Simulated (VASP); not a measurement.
# Sb (Pm-3m) in VASP: a series of runs, part 2 of 3

VASP 6.6.1. Earlier steps stand in the parts before.

**3. Electric field gradients, PBE, non-collinear spin, zero start, spin-orbit coupling**

This run uses another cell than the first one, of 31.55 Å³/atom.

Input file INCAR:

```
ALGO = Normal ; EDIFF = 1E-8
ENCUT = 520 ; GGA = PE
GGA_COMPAT = False ; ISIF = 2
ISMEAR = -1 ; LASPH = True
LCHARG = False ; LEFG = True
LNONCOLLINEAR = True ; LORBIT = 11
LORBMOM = True ; LREAL = False
LSORBIT = True ; LWAVE = False
MAGMOM = 0 0 0 ; NBANDS = 16
NELM = 150 ; PREC = Accurate
SIGMA = 0.05
```

Input file KPOINTS:

```
k-points
0
Gamma
  13 13 13
```

Input file POSCAR:

```
Sb
1.0
    3.1600000000      0.0000000000      0.0000000000
    0.0000000000      3.1600000000      0.0000000000
    0.0000000000      0.0000000000      3.1600000000
Sb
1
Direct
    0.0000000000      0.0000000000      0.0000000000
```

Potentials or basis: VASP PAW PBE potentials, release 64 (Sb).

Command:

```console
$ cat potpaw_PBE.64/Sb/POTCAR > POTCAR
$ mpirun -np 1 vasp_ncl > vasp.out
```

OUTCAR:

```text
EDIFF = 1E-8
   ENCUT = 520
   GGA = PE
   ISIF = 2
   ISMEAR = -1
   LASPH = True
   LNONCOLLINEAR = True
   LORBIT = 11
   LREAL = False
   LSORBIT = True
   NELM = 150
   PREC = Accurate

 ion  position               nearest neighbor table
   1  0.000  0.000  0.000-

  LATTYP: Found a simple cubic cell.
 ALAT       =     3.1600000000

  Lattice vectors:

 A1 = (   3.1600000000,   0.0000000000,   0.0000000000)
 A2 = (   0.0000000000,   3.1600000000,   0.0000000000)
 A3 = (   0.0000000000,   0.0000000000,   3.1600000000)

Analysis of symmetry for initial positions (statically):
=====================================================================
 Subroutine PRICEL returns:
 Original cell was already a primitive cell.

 Routine SETGRP: Setting up the symmetry group for a
 simple cubic supercell.

 Subroutine GETGRP returns: Found 48 space group operations
 (whereof 48 operations were pure point group operations)
 out of a pool of 48 trial point group operations.

The static configuration has the point symmetry O_h .

Analysis of symmetry for dynamics (positions and initial velocities):
=====================================================================
 Subroutine PRICEL returns:
 Original cell was already a primitive cell.

 Routine SETGRP: Setting up the symmetry group for a
 simple cubic supercell.

 Subroutine GETGRP returns: Found 48 space group operations
 (whereof 48 operations were pure point group operations)
 out of a pool of 48 trial point group operations.

The dynamic configuration has the point symmetry O_h .

Analysis of structural, dynamic, and magnetic symmetry:
=====================================================================
 Subroutine PRICEL returns:
[... 655 lines left out ...]
---------------------------------------------------------------------
 ion       V_xx      V_yy      V_zz      V_xy      V_xz      V_yz
---------------------------------------------------------------------
   1      -0.000    -0.000     0.000     0.000    -0.000    -0.000
---------------------------------------------------------------------

 Electric field gradients after diagonalization (V/A^2)
 (convention: |V_zz| > |V_xx| > |V_yy|)
----------------------------------------------------------------------
 ion       V_xx      V_yy      V_zz     asymmetry (V_yy - V_xx)/ V_zz
----------------------------------------------------------------------
   1      -0.000    -0.000     0.000       0.258
----------------------------------------------------------------------

           NMR quadrupolar parameters

 Cq : quadrupolar parameter    Cq=e*Q*V_zz/h
 eta: asymmetry parameters     (V_yy - V_xx)/ V_zz
 Q  : nuclear electric quadrupole moment in mb (millibarn)
----------------------------------------------------------------------
 ion       Cq(MHz)       eta       Q (mb)
----------------------------------------------------------------------
   1       0.000       0.258       1.000
----------------------------------------------------------------------

 orbital moment (x)

 # of ion     p       d       tot
 ----------------------------------------
  1        -0.000   0.000  -0.000
 ----------------------------------------
           -0.000   0.000  -0.000

 orbital moment (y)

 # of ion     p       d       tot
 ----------------------------------------
  1        -0.000   0.000  -0.000
 ----------------------------------------
           -0.000   0.000  -0.000

 orbital moment (z)

 # of ion     p       d       tot
 ----------------------------------------
  1         0.000   0.000   0.000
 ----------------------------------------
            0.000   0.000   0.000

 Spin-Orbit-Coupling matrix elements

 Ion:    1  E_soc:     -0.1344949
 l=   1
     0.0000000    -0.0223098    -0.0223098
    -0.0223098     0.0000000    -0.0223098
    -0.0223098    -0.0223098     0.0000000
 l=   2
     0.0000000    -0.0000131     0.0000000    -0.0000131    -0.0000929
    -0.0000131     0.0000000    -0.0000697    -0.0000131    -0.0000232
     0.0000000    -0.0000697     0.0000000    -0.0000697     0.0000000
    -0.0000131    -0.0000131    -0.0000697     0.0000000    -0.0000232
    -0.0000929    -0.0000232     0.0000000    -0.0000232     0.0000000
 l=   3
     0.0000000     0.0000000     0.0000000     0.0000000     0.0000000     0.0000000     0.0000000
     0.0000000     0.0000000     0.0000000     0.0000000     0.0000000     0.0000000     0.0000000
     0.0000000     0.0000000     0.0000000     0.0000000     0.0000000     0.0000000     0.0000000
     0.0000000     0.0000000     0.0000000     0.0000000     0.0000000     0.0000000     0.0000000
     0.0000000     0.0000000     0.0000000     0.0000000     0.0000000     0.0000000     0.0000000
     0.0000000     0.0000000     0.0000000     0.0000000     0.0000000     0.0000000     0.0000000
     0.0000000     0.0000000     0.0000000     0.0000000     0.0000000     0.0000000     0.0000000

 total charge

# of ion       s       p       d       tot
------------------------------------------
    1        1.218   1.097   0.031   2.345

 magnetization (x)

# of ion       s       p       d       tot
------------------------------------------
    1        0.000  -0.000   0.000  -0.000

 magnetization (y)

# of ion       s       p       d       tot
------------------------------------------
    1        0.000  -0.000   0.000  -0.000

 magnetization (z)

# of ion       s       p       d       tot
------------------------------------------
    1        0.000   0.000  -0.000  -0.000
```

OSZICAR:

```text
N       E                     dE             d eps       ncg     rms          rms(c)
DAV:   1     0.121019112010E+02    0.12102E+02   -0.16504E+03  2688   0.472E+02
DAV:   2    -0.343680578658E+01   -0.15539E+02   -0.14705E+02  3784   0.853E+01
DAV:   3    -0.414923919758E+01   -0.71243E+00   -0.70411E+00  3416   0.170E+01
DAV:   4    -0.415481144500E+01   -0.55722E-02   -0.55717E-02  3248   0.186E+00
DAV:   5    -0.415487983179E+01   -0.68387E-04   -0.68386E-04  3432   0.214E-01    0.210E+00
DAV:   6    -0.415779983270E+01   -0.29200E-02   -0.73750E-04  3192   0.200E-01    0.125E+00
DAV:   7    -0.415923013791E+01   -0.14303E-02   -0.50171E-04  3120   0.165E-01    0.741E-01
DAV:   8    -0.415983418533E+01   -0.60405E-03   -0.39205E-04  3016   0.144E-01    0.576E-02
DAV:   9    -0.415986981953E+01   -0.35634E-04   -0.39817E-05  3176   0.434E-02    0.468E-03
DAV:  10    -0.415987144007E+01   -0.16205E-05   -0.12470E-06  3368   0.745E-03    0.183E-03
DAV:  11    -0.415987149656E+01   -0.56491E-07   -0.43152E-07  3056   0.394E-03    0.190E-03
DAV:  12    -0.415987160131E+01   -0.10475E-06   -0.10404E-08  3320   0.679E-04    0.626E-04
DAV:  13    -0.415987164867E+01   -0.47352E-07   -0.26838E-10  2000   0.117E-04    0.229E-04
DAV:  14    -0.415987169917E+01   -0.50502E-07   -0.44479E-10  1728   0.152E-04    0.354E-05
DAV:  15    -0.415987170372E+01   -0.45472E-08   -0.26154E-11  1664   0.438E-05
   1 F= -.41598717E+01 E0= -.41582832E+01  d E =-.317703E-02  mag=    -0.0000     0.0000     0.0000
```

Wall time 23 s (1 thread of Intel Xeon 6975P-C (Granite Rapids), shared host); peak memory 0.22 GiB.

Results:

* Free energy: -4.1599 eV
* Pressure: -2.4 GPa
* Net moment: 0.00 μB per cell
* Largest electric field gradient by atom: under 0.05 V/Å² on every atom
* Valence electrons inside the program's atomic spheres: Sb 2.35

Moments on the atoms (μB; x, y, z):
```
Sb  0.00 0.00 0.00
```

**4. Electric field gradients, PBE**

This run uses another cell than the first one, of 31.55 Å³/atom.

Input file INCAR:

```
PREC = Accurate
ENCUT = 400
EDIFF = 1E-8
ISMEAR = -1
SIGMA = 0.05
LREAL = F
LASPH = T
NELM = 120
ALGO = Normal
ISIF = 2
LWAVE = F
LCHARG = F
GGA = PE
LEFG = T
NBANDS = 8
GGA_COMPAT = F
```

Input file KPOINTS:

```
regular mesh
0
Gamma
  13 13 13
```

POSCAR is that of step 3.

Potentials or basis: VASP PAW PBE potentials, release 64 (Sb).

Command:

```console
$ cat potpaw_PBE.64/Sb/POTCAR > POTCAR
$ mpirun -np 1 vasp_std > vasp.out
```

OUTCAR:

```text
PREC = Accurate
   ENCUT = 400
   EDIFF = 1E-8
   ISMEAR = -1
   LREAL = F
   LASPH = T
   NELM = 120
   ISIF = 2
   GGA = PE

 ion  position               nearest neighbor table
   1  0.000  0.000  0.000-

  LATTYP: Found a simple cubic cell.
 ALAT       =     3.1600000000

  Lattice vectors:

 A1 = (   3.1600000000,   0.0000000000,   0.0000000000)
 A2 = (   0.0000000000,   3.1600000000,   0.0000000000)
 A3 = (   0.0000000000,   0.0000000000,   3.1600000000)

Analysis of symmetry for initial positions (statically):
=====================================================================
 Subroutine PRICEL returns:
 Original cell was already a primitive cell.

 Routine SETGRP: Setting up the symmetry group for a
 simple cubic supercell.

 Subroutine GETGRP returns: Found 48 space group operations
 (whereof 48 operations were pure point group operations)
[... 444 lines left out ...]

 VOLUME and BASIS-vectors are now :
 -----------------------------------------------------------------------------
  energy-cutoff  :      400.00
  volume of cell :       31.55
      direct lattice vectors                 reciprocal lattice vectors
     3.160000000  0.000000000  0.000000000     0.316455696  0.000000000  0.000000000
     0.000000000  3.160000000  0.000000000     0.000000000  0.316455696  0.000000000
     0.000000000  0.000000000  3.160000000     0.000000000  0.000000000  0.316455696

 POSITION                                       TOTAL-FORCE (eV/Angst)
 -----------------------------------------------------------------------------------
      0.00000      0.00000      0.00000         0.000000      0.000000      0.000000
 -----------------------------------------------------------------------------------
    total drift:                               -0.000000      0.000000      0.000000

  FREE ENERGIE OF THE ION-ELECTRON SYSTEM (eV)
  ---------------------------------------------------
  free  energy   TOTEN  =        -4.0935110665 eV

  energy  without entropy=       -4.0904590553  energy(sigma->0) =       -4.09198506

 Electric field gradients (V/A^2)
---------------------------------------------------------------------
 ion       V_xx      V_yy      V_zz      V_xy      V_xz      V_yz
---------------------------------------------------------------------
   1       0.000     0.000    -0.000    -0.000     0.000    -0.000
---------------------------------------------------------------------

 Electric field gradients after diagonalization (V/A^2)
 (convention: |V_zz| > |V_xx| > |V_yy|)
----------------------------------------------------------------------
 ion       V_xx      V_yy      V_zz     asymmetry (V_yy - V_xx)/ V_zz
----------------------------------------------------------------------
   1       0.000    -0.000     0.000      -0.546
----------------------------------------------------------------------

           NMR quadrupolar parameters

 Cq : quadrupolar parameter    Cq=e*Q*V_zz/h
 eta: asymmetry parameters     (V_yy - V_xx)/ V_zz
 Q  : nuclear electric quadrupole moment in mb (millibarn)
----------------------------------------------------------------------
 ion       Cq(MHz)       eta       Q (mb)
----------------------------------------------------------------------
   1       0.000      -0.546       1.000
----------------------------------------------------------------------
```

stdout:

```text
POSCAR found type information on POSCAR Sb
 POSCAR found :  1 types and       1 ions
 scaLAPACK will be used
 LDA part: xc-table for (Slater+PW92), standard interpolation
 POSCAR, INCAR and KPOINTS ok, starting setup
 FFT: planning ... GRIDC
 FFT: planning ... GRID_SOFT
 FFT: planning ... GRID
 WAVECAR not read
 entering main loop
ion   1
```

Wall time 15 s (1 thread of Intel Xeon 8259CL, shared host); peak memory 0.14 GiB.

What came out:

| Item | Value |
| --- | --- |
| Free energy | -4.0935 eV |
| Pressure | -2.6 GPa |
| Band gap on the k mesh | zero (an odd number of electrons rules out a gap without spin polarisation) |
| Largest electric field gradient by atom | under 0.05 V/Å² on every atom |

Levels at points of the mesh, in eV from the Fermi level:
| k point | band 1 | band 2 | band 3 | band 4 | band 5 | band 6 | band 7 |
| --- | --- | --- | --- | --- | --- | --- | --- |
| (0.00, 0.00, 0.00) | -12.03 | 3.07 | 3.07 | 3.07 | 6.81 | 6.81 | 7.87 |

Caveat: spin-orbit coupling is left out, which moves the levels of the heavy elements.

(Continued in part 3 of 3.)
